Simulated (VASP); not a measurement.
The system is Al3GaAs4.

```
Al Ga As
1.0
     3.84586    0.00000    0.00000
     0.00000    3.84586    0.00000
     0.00000    0.00000   10.87774
Al Ga As
3 1 4
Direct
  0.00000 0.00000 0.00000
  0.50000 0.50000 0.25000
  0.50000 0.50000 0.75000
  0.00000 0.00000 0.50000
  0.50000 0.00000 0.37500
  0.00000 0.50000 0.62500
  0.50000 0.00000 0.87500
  0.00000 0.50000 0.12500
```

- Program: VASP 6.6.1
- Task: relaxation of cell and atoms
- Functional: PBE
- Potentials or basis: VASP PAW PBE potentials, release 64 (Al, Ga_d, As)
- Cutoff: 600 eV
- k mesh: 4 × 4 × 2
- Occupations: gaussian, width 0.1 eV
- Spin: no spin polarisation

At the start: pressure 15.1 GPa; volume 20.11 Å³/atom.

Task: How do energy, volume and symmetry change on relaxing?

Result: Over 5 steps the energy falls by 144.4 meV/atom and the volume is 23.63 Å³/atom (+17.5 %); space group P-4m2 (No. 115, to 0.1 Å) before and after.

The path:
```
step  energy change (eV)  largest force (eV/Å)  pressure (GPa)  volume (Å³)
   1              0.0000                0.1206           15.09       160.89
   2             -0.7872                0.0705           -5.31       209.13
   3             -1.1517                0.0701           -0.01       189.08
   4             -1.1537                0.0372           -0.01       189.06
   5             -1.1550                0.0398            0.00       189.02
```

Final structure:
```
CELL_PARAMETERS angstrom
4.07843 0.00000 0.00000
0.00000 4.07843 0.00000
0.00000 0.00000 11.36402
ATOMIC_POSITIONS crystal
Al 0.00000 0.00000 0.00000
Al 0.50000 0.50000 0.25010
Al 0.50000 0.50000 0.74990
Ga 0.00000 0.00000 0.50000
As 0.50000 0.00000 0.37395
As 0.00000 0.50000 0.62605
As 0.50000 0.00000 0.87491
As 0.00000 0.50000 0.12509
```

Caveat: the volume moved by over 15 % at a fixed basis, so the end points are rough.
